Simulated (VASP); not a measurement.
Wanted: the native input for a VASP 6.6.1 run.

```yaml
Task: relaxation of cell and atoms
Functional: PBE
Potentials_or_basis: VASP PAW PBE potentials, release 64 (Hf_pv, Si)
Cutoff: 600 eV
k_mesh: 10 × 10 × 10
Occupations: gaussian, width 0.1 eV
Spin: no spin polarisation
Dipole_correction: no
Further_INCAR_settings: ALGO = Normal; EDIFF = 1e-07; IBRION = 2; EDIFFG = -0.01; NSW = 100; ISIF = 3
```

The structure of HfSi3 lies in POSCAR:

```
HfSi3
1.0
    5.1019403484      0.0000000000      0.0000000000
    0.0000000000      5.1019403484      0.0000000000
    0.0000000000      0.0000000000      5.1019403484
Hf Si
1 3
Direct
    0.5000000000      0.5000000000      0.5000000000
    0.0000000000      0.5000000000      0.5000000000
    0.5000000000      0.0000000000      0.5000000000
    0.5000000000      0.5000000000      0.0000000000
```

One way to write it, as run:

INCAR

```
SYSTEM = HfSi3
  PREC = Accurate
  ENCUT = 600
  EDIFF = 1E-7
  ISMEAR = 0
  SIGMA = 0.1
  LREAL = .FALSE.
  LASPH = .TRUE.
  NELM = 60
  ALGO = Normal
  ISIF = 3
  LWAVE = .FALSE.
  LCHARG = .FALSE.
  GGA = PE
  IBRION = 2
  NSW = 100
  EDIFFG = -0.01
```

KPOINTS

```
Automatic mesh
0
G
  10 10 10
  0 0 0
```

Potentials or basis: VASP PAW PBE potentials, release 64 (Hf_pv, Si).

Run with:

```console
$ cat potpaw_PBE.64/Hf_pv/POTCAR potpaw_PBE.64/Si/POTCAR > POTCAR
$ mpirun -np 1 vasp_std > vasp.out
```

Results of the run:

```
Relaxed volume                         : 33.06 Å³/atom
Relaxed cell                           : a = 5.095 Å, b = 5.095 Å, c = 5.095 Å, α = 90.00°, β = 90.00°, γ = 90.00°
Space group after relaxing (to 0.05 Å) : Pm-3m (No. 221)
Energy gained by relaxing              : 0.0 meV/atom
Ionic steps                            : 2
Pressure after relaxing                : 0.0 GPa
Band gap on the k mesh                 : zero (band 11 reaches 2.68 eV, above the bottom of band 12 at 0.15 eV)
```

Caveat: spin-orbit coupling is left out, which moves the levels of the heavy elements.

Wall time 3.7 min on 1 thread of Intel(R) Xeon(R) Platinum 8488C (Sapphire Rapids), on a shared host, peak memory 0.35 GiB.
